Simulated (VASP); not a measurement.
# As (R-3m) in VASP: further runs

Aim: see how the results for As move with the level of theory and the settings. Levels: PBE0, r2SCAN-based global hybrid with 50 % exact exchange. Tasks: single point.

Everything below comes from runs of VASP 6.6.1. Logs are shortened: lines on timing, memory, paths and dates and some standing lists are left out, and cuts for length are marked.

### Step 1. The cell of the first run

It takes space group R-3m (No. 166, trigonal). Conventional cell: a = 3.762 Å, b = 3.762 Å, c = 10.542 Å, α = 90.00°, β = 90.00°, γ = 120.00°. As (site symmetry 3m) has 6 As at 2.51 to 3.14 Å within 3.3 Å.

### Step 2. Single point, PBE0

Contents of POSCAR:

```
As
1.0
    1.8807968987      1.0858785957      3.5140619945
   -1.8807968987      1.0858785957      3.5140619945
    0.0000000000     -2.1717571915      3.5140619945
As
2
Direct
    0.2260000000      0.2260000000      0.2260000000
    0.7740000000      0.7740000000      0.7740000000
```

Contents of INCAR.step1:

```
SYSTEM = As
PREC = Accurate ; ENCUT = 400
EDIFF = 1E-5 ; ISMEAR = -1
SIGMA = 0.05 ; LREAL = .False.
LASPH = .True. ; NELM = 120
ALGO = Normal ; ISIF = 2
LWAVE = .True. ; NBANDS = 22
GGA = PE ; GGA_COMPAT = .False.
```

Contents of INCAR.step2:

```
SYSTEM = As
PREC = Accurate ; ENCUT = 400
EDIFF = 1E-6 ; ISMEAR = -1
SIGMA = 0.05 ; LREAL = .False.
LASPH = .True. ; NELM = 120
ALGO = Normal ; ISIF = 2
LWAVE = .False. ; LCHARG = .True.
GGA = PE ; LHFCALC = .True.
AEXX = 0.25 ; PRECFOCK = Normal
LELF = .True. ; LVHAR = .True.
NBANDS = 22 ; ISTART = 1
GGA_COMPAT = .False.
```

Contents of KPOINTS:

```
regular mesh
0
Gamma
  4 4 4
  0 0 0
```

Potentials or basis: VASP PAW PBE potentials, release 64 (As_d).

Started as:

```sh
cat potpaw_PBE.64/As_d/POTCAR > POTCAR
cp INCAR.step1 INCAR
mpirun -np 1 vasp_std > vasp.out
cp INCAR.step2 INCAR
mpirun -np 1 vasp_std > vasp.out
```

OUTCAR:

```text
SYSTEM = As
   PREC = Accurate
   ENCUT = 400
   EDIFF = 1E-6
   ISMEAR = -1
   LREAL = .False.
   LASPH = .True.
   NELM = 120
   ISIF = 2
   GGA = PE
   LHFCALC = .True.
   AEXX = 0.25
   PRECFOCK = Normal
   ISTART = 1

 ion  position               nearest neighbor table
   1  0.226  0.226  0.226-   2 2.51   2 2.51   2 2.51
   2  0.774  0.774  0.774-   1 2.51   1 2.51   1 2.51

  LATTYP: Found a trigonal (rhomboedric) cell.
 ALAT       =     4.1310000000
 COS(alpha) =     0.5854247172

  Lattice vectors:

 A1 = (   1.8807968987,   1.0858785957,   3.5140619945)
 A2 = (  -1.8807968987,   1.0858785957,   3.5140619945)
 A3 = (   0.0000000000,  -2.1717571915,   3.5140619945)

Analysis of symmetry for initial positions (statically):
=====================================================================
 Subroutine PRICEL returns:
 Original cell was already a primitive cell.

 Routine SETGRP: Setting up the symmetry group for a
 trigonal (rhombohedral) supercell.

 Subroutine GETGRP returns: Found 12 space group operations
 (whereof 12 operations were pure point group operations)
 out of a pool of 12 trial point group operations.

The static configuration has the point symmetry D_3d.

Analysis of symmetry for dynamics (positions and initial velocities):
=====================================================================
 Subroutine PRICEL returns:
 Original cell was already a primitive cell.

 Routine SETGRP: Setting up the symmetry group for a
 trigonal (rhombohedral) supercell.

 Subroutine GETGRP returns: Found 12 space group operations
 (whereof 12 operations were pure point group operations)
 out of a pool of 12 trial point group operations.

The dynamic configuration has the point symmetry D_3d.

 Subroutine INISYM returns: Found 12 space group operations
 (whereof 12 operations are pure point group operations),
 and found     1 'primitive' translations

----------------------------------------------------------------------------------------

                                     Primitive cell

  volume of cell :      43.0610

  direct lattice vectors                    reciprocal lattice vectors
     1.880796899  1.085878596  3.514061995     0.265844760  0.153485544  0.094856987
    -1.880796899  1.085878596  3.514061995    -0.265844760  0.153485544  0.094856987
     0.000000000 -2.171757191  3.514061995     0.000000000 -0.306971087  0.094856987

  length of vectors
     4.131000000  4.131000000  4.131000000     0.321292852  0.321292852  0.321292852

  position of ions in fractional coordinates (direct lattice)
     0.226000000  0.226000000  0.226000000
     0.774000000  0.774000000  0.774000000

  ion indices of the primitive-cell ions
   primitive index   ion index
                 1           1
                 2           2

----------------------------------------------------------------------------------------

 KPOINTS: regular mesh

Automatic generation of k-mesh.
 Grid dimensions read from file:
 generate k-points for:    4    4    4

 Generating k-lattice:

  Cartesian coordinates                     Fractional coordinates (reciprocal lattice)
     0.066461190  0.038371386  0.023714247     0.250000000  0.000000000 -0.000000000
    -0.066461190  0.038371386  0.023714247     0.000000000  0.250000000 -0.000000000
     0.000000000 -0.076742772  0.023714247    -0.000000000 -0.000000000  0.250000000

  Length of vectors
     0.080323213  0.080323213  0.080323213

  Shift w.r.t. Gamma in fractional coordinates (k-lattice)
     0.000000000  0.000000000  0.000000000

 Subroutine IBZKPT returns following result:
 ===========================================

 Found     13 irreducible k-points:

 Following reciprocal coordinates:
            Coordinates               Weight
  0.000000  0.000000  0.000000      1.000000
  0.250000  0.000000 -0.000000      6.000000
  0.500000  0.000000 -0.000000      3.000000
  0.250000  0.250000 -0.000000      6.000000
  0.500000  0.250000  0.000000     12.000000
 -0.250000  0.250000  0.000000      6.000000
  0.500000  0.500000 -0.000000      3.000000
  0.250000  0.250000  0.250000      2.000000
  0.500000  0.250000  0.250000      6.000000
 -0.250000  0.250000  0.250000      6.000000
  0.500000  0.500000  0.250000      6.000000
 -0.250000  0.500000  0.250000      6.000000
  0.500000  0.500000  0.500000      1.000000
   k-points           NKPTS =     13   k-points in BZ     NKDIM =     64   number of bands    NBANDS=     22
   number of dos      NEDOS =    301   number of ions     NIONS =      2
   total plane-waves  NPLWV =  21952
   dimension x,y,z NGX =    28 NGY =   28 NGZ =   28
   dimension x,y,z NGXF=    56 NGYF=   56 NGZF=   56
   ions per type =               2
   NGX,Y,Z   is equivalent  to a cutoff of  11.27, 11.27, 11.27 a.u.
   NGXF,Y,Z  is equivalent  to a cutoff of  22.54, 22.54, 22.54 a.u.
 SYSTEM =  As
   PREC   = accura    normal or accurate (medium, high low for compatibility)
   ISTART =      1    job   : 0-new  1-cont  2-samecut
   ICHARG =      0    charge: 1-file 2-atom 10-const
   ISPIN  =      1    spin polarized calculation?
   LNONCOLLINEAR =      F non collinear calculations
   LSORBIT =      F    spin-orbit coupling
   LASPH  =      T    aspherical Exc in radial PAW
   ENCUT  =  400.0 eV  29.40 Ry    5.42 a.u.   6.74  6.74  6.74*2*pi/ulx,y,z
   NELM   =    120;   NELMIN=  2; NELMDL=  0     # of ELM steps
   EDIFF  = 0.1E-05   stopping-criterion for ELM
   LREAL  =      F    real-space projection
   EDIFFG = 0.1E-04   stopping-criterion for IOM
   NSW    =      0    number of steps for IOM
   IBRION =     -1    ionic relax: 0-MD 1-quasi-New 2-CG
   NFREE  =      0    steps in history (QN), initial steepest desc. (CG)
   ISIF   =      2    stress and relaxation
   ISYM   =      3    0-nonsym 1-usesym 2-fastsym
   POTIM  = 0.5000    time-step for ionic-motion
   TEBEG  =    0.0;   TEEND  =   0.0 temperature during run
   PSTRESS=    0.0 pullay stress
   NELECT =      30.0000    total number of electrons
   NUPDOWN=      -1.0000    fix difference up-down
   EMIN   =  10.00;   EMAX   =-10.00  energy-range for DOS
   EFERMI =   0.00;   METHOD = LEGACY
   ISMEAR =    -1;   SIGMA  =   0.05  broadening in eV -4-tet -1-fermi 0-gaus
   EFERMI_NEDOS =   21; number of points for ismear=-14 and -15
   IALGO  =     38    algorithm
   IMIX   =      1    mixing-type and parameters
     AMIX     =   0.40;   BMIX     =  1.00
     AMIX_MAG =   1.60;   BMIX_MAG =  1.00
  volume/ion in A,a.u.               =      21.53       145.29
  Fermi-wavevector in a.u.,A,eV,Ry     =   1.451289  2.742539 28.657140  2.106240
  Thomas-Fermi vector in A             =   2.568803
   LORBIT       =      0    0 simple, 1 ext, 2 COOP (PROOUT), +10 PAW based schemes
   GGA     = PE    functional components
   LHFCALC =     T    Hartree Fock is set to
   PRECFOCK=normal    Normal, Fast or Accurate (Low or Medium for compatibility)
   ENCUT4O =  -1.0   cutoff for four orbital integrals eV
   NKREDX  =     1    reduce k-point grid by
   NKREDY  =     1    reduce k-point grid by
   NKREDZ  =     1    reduce k-point grid by
   AEXX    =    0.2500 exact exchange contribution
   HFSCREEN=    0.0000 screening length (either q_TF or 0.3 A-1)
   HFSCREENC=   0.0000 screening length for correlation (either q_TF or 0.3 A-1)
   ENCUTFOCK=  -1.0 apply spherical cutoff to Coloumb kernel
   IVDW    =     0    specifies the selected vdW correction
   LEPSILON=     F    determine dielectric tensor
   LRPA    =     F    only Hartree local field effects (RPA)
 non-spin polarized calculation
  energy-cutoff  :      400.00
  volume of cell :       43.06
 maximum number of plane-waves:       788
 NGX is ok and might be reduce to    28
  NGX = 24; NGY = 24; NGZ = 24

 number of electron      29.9999990 magnetization

 Free energy of the ion-electron system (eV)
  ---------------------------------------------------
  ext. energy  EPLUGINS =         0.00000000
  ---------------------------------------------------
  free energy    TOTEN  =       -12.51659148 eV

  energy without entropy =      -12.51658909  energy(sigma->0) =      -12.51659028

 E-fermi :   3.4425     XC(G=0):  -8.4206

 val. band max:        2.9468629309   @ k =   0.5000   0.5000   0.5000
 cond. band min:       3.9788035771   @ k =   0.5000   0.0000  -0.0000
 fundamental gap:      1.0319406463
 Fermi energy:         3.4425197272

 k-point     1 :       0.0000    0.0000    0.0000
  band No.  band energies     occupation
      1     -36.9299      2.00000
      2     -36.9299      2.00000
      3     -36.8815      2.00000
      4     -36.8815      2.00000
      5     -36.8409      2.00000
      6     -36.8070      2.00000
[... 14 lines left out ...]
     21      12.1273      0.00000
     22      13.6430      0.00000

 k-point     2 :       0.2500    0.0000   -0.0000
  band No.  band energies     occupation
      1     -36.9247      2.00000
      2     -36.9130      2.00000
      3     -36.8749      2.00000
      4     -36.8681      2.00000
      5     -36.8382      2.00000
      6     -36.8161      2.00000
[... 14 lines left out ...]
     21      12.4669      0.00000
     22      17.1996      0.00000

 k-point     3 :       0.5000    0.0000   -0.0000
  band No.  band energies     occupation
      1     -36.9185      2.00000
      2     -36.8889      2.00000
      3     -36.8596      2.00000
      4     -36.8451      2.00000
      5     -36.8417      2.00000
      6     -36.8344      2.00000
[... 14 lines left out ...]
     21      16.5681      0.00000
     22      16.6791      0.00000

 k-point     4 :       0.2500    0.2500   -0.0000
  band No.  band energies     occupation
      1     -36.9292      2.00000
      2     -36.9078      2.00000
      3     -36.8759      2.00000
      4     -36.8669      2.00000
      5     -36.8372      2.00000
      6     -36.8183      2.00000
[... 14 lines left out ...]
     21      13.4232      0.00000
     22      15.3429      0.00000

 k-point     5 :       0.5000    0.2500    0.0000
  band No.  band energies     occupation
      1     -36.9253      2.00000
      2     -36.8827      2.00000
      3     -36.8636      2.00000
      4     -36.8556      2.00000
      5     -36.8357      2.00000
      6     -36.8338      2.00000
[... 14 lines left out ...]
     21      16.0732      0.00000
     22      17.2355      0.00000

 k-point     6 :      -0.2500    0.2500    0.0000
  band No.  band energies     occupation
      1     -36.9253      2.00000
      2     -36.8806      2.00000
      3     -36.8647      2.00000
      4     -36.8546      2.00000
      5     -36.8389      2.00000
      6     -36.8345      2.00000
[... 14 lines left out ...]
     21      15.0432      0.00000
     22      17.1166      0.00000

 k-point     7 :       0.5000    0.5000   -0.0000
  band No.  band energies     occupation
      1     -36.9281      2.00000
      2     -36.8917      2.00000
      3     -36.8619      2.00000
      4     -36.8436      2.00000
      5     -36.8380      2.00000
      6     -36.8354      2.00000
[... 14 lines left out ...]
     21      16.9837      0.00000
     22      17.0505      0.00000

 k-point     8 :       0.2500    0.2500    0.2500
  band No.  band energies     occupation
      1     -36.9246      2.00000
      2     -36.9246      2.00000
      3     -36.8792      2.00000
      4     -36.8792      2.00000
      5     -36.8387      2.00000
      6     -36.8084      2.00000
[... 14 lines left out ...]
     21      12.6212      0.00000
     22      16.1332      0.00000

 k-point     9 :       0.5000    0.2500    0.2500
  band No.  band energies     occupation
      1     -36.9190      2.00000
      2     -36.9112      2.00000
      3     -36.8721      2.00000
      4     -36.8666      2.00000
      5     -36.8378      2.00000
      6     -36.8157      2.00000
[... 14 lines left out ...]
     21      13.9439      0.00000
     22      16.0649      0.00000

 k-point    10 :      -0.2500    0.2500    0.2500
  band No.  band energies     occupation
      1     -36.9234      2.00000
      2     -36.8904      2.00000
      3     -36.8609      2.00000
      4     -36.8444      2.00000
      5     -36.8379      2.00000
      6     -36.8363      2.00000
[... 14 lines left out ...]
     21      17.2145      0.00000
     22      17.4865      0.00000

 k-point    11 :       0.5000    0.5000    0.2500
  band No.  band energies     occupation
      1     -36.9238      2.00000
      2     -36.9059      2.00000
      3     -36.8731      2.00000
      4     -36.8653      2.00000
      5     -36.8363      2.00000
      6     -36.8184      2.00000
[... 14 lines left out ...]
     21      15.8352      0.00000
     22      17.1002      0.00000

 k-point    12 :      -0.2500    0.5000    0.2500
  band No.  band energies     occupation
      1     -36.9251      2.00000
      2     -36.8848      2.00000
      3     -36.8626      2.00000
      4     -36.8568      2.00000
      5     -36.8362      2.00000
      6     -36.8315      2.00000
[... 14 lines left out ...]
     21      17.2861      0.00000
     22      17.5771      0.00000

 k-point    13 :       0.5000    0.5000    0.5000
  band No.  band energies     occupation
      1     -36.9188      2.00000
      2     -36.9188      2.00000
      3     -36.8768      2.00000
      4     -36.8768      2.00000
      5     -36.8363      2.00000
      6     -36.8094      2.00000
[... 14 lines left out ...]
     21      15.4324      0.00000
     22      16.7198      0.00000

------------------------ aborting loop because EDIFF is reached ----------------------------------------

  FORCE on cell =-STRESS in cart. coord.  units (eV):
  Direction    XX          YY          ZZ          XY          YZ          ZX
  --------------------------------------------------------------------------------------
  -------------------------------------------------------------------------------------
  Total        0.4302260      0.4302260     -0.1983007      0.0000000      0.0000000      0.0000000
  in kB       16.0074959     16.0074959     -7.3782090      0.0000000      0.0000000      0.0000000
  external PRESSURE =       8.2122609 kB  Pullay stress =       0.0000000 kB

 VOLUME and BASIS-vectors are now :
 -----------------------------------------------------------------------------
  energy-cutoff  :      400.00
  volume of cell :       43.06
      direct lattice vectors                 reciprocal lattice vectors
     1.880796899  1.085878596  3.514061995     0.265844760  0.153485544  0.094856987
    -1.880796899  1.085878596  3.514061995    -0.265844760  0.153485544  0.094856987
     0.000000000 -2.171757191  3.514061995     0.000000000 -0.306971087  0.094856987

 POSITION                                       TOTAL-FORCE (eV/Angst)
 -----------------------------------------------------------------------------------
      0.00000     -0.00000      2.38253         0.000000      0.000000     -0.185187
      0.00000     -0.00000      8.15965         0.000000     -0.000000      0.185187
 -----------------------------------------------------------------------------------
    total drift:                                0.000000     -0.000000      0.000002

  FREE ENERGIE OF THE ION-ELECTRON SYSTEM (eV)
  ---------------------------------------------------
  free  energy   TOTEN  =       -12.5165914757 eV

  energy  without entropy=      -12.5165890862  energy(sigma->0) =      -12.51659028
```

It took 12 min on 1 thread of Intel Xeon 6975P-C (Granite Rapids), shared host; peak memory 0.16 GiB.

What came out:

| Property | Result |
| --- | --- |
| Free energy | -12.5166 eV |
| Pressure | 0.8 GPa |
| Largest force | 0.185 eV/Å |
| Band gap on the k mesh | 1.03 eV (least direct gap 1.14 eV) |

Forces in eV/Å, atoms in the order of the input:
```
As   0.000  0.000 -0.185
As   0.000  0.000  0.185
```

Caveat: the k points lie up to 0.50 Å⁻¹ apart; the PAW data sets were made with another functional, which shifts forces and pressure a little. A k mesh can miss the band edges.

(Continued in part 2 of 2.)
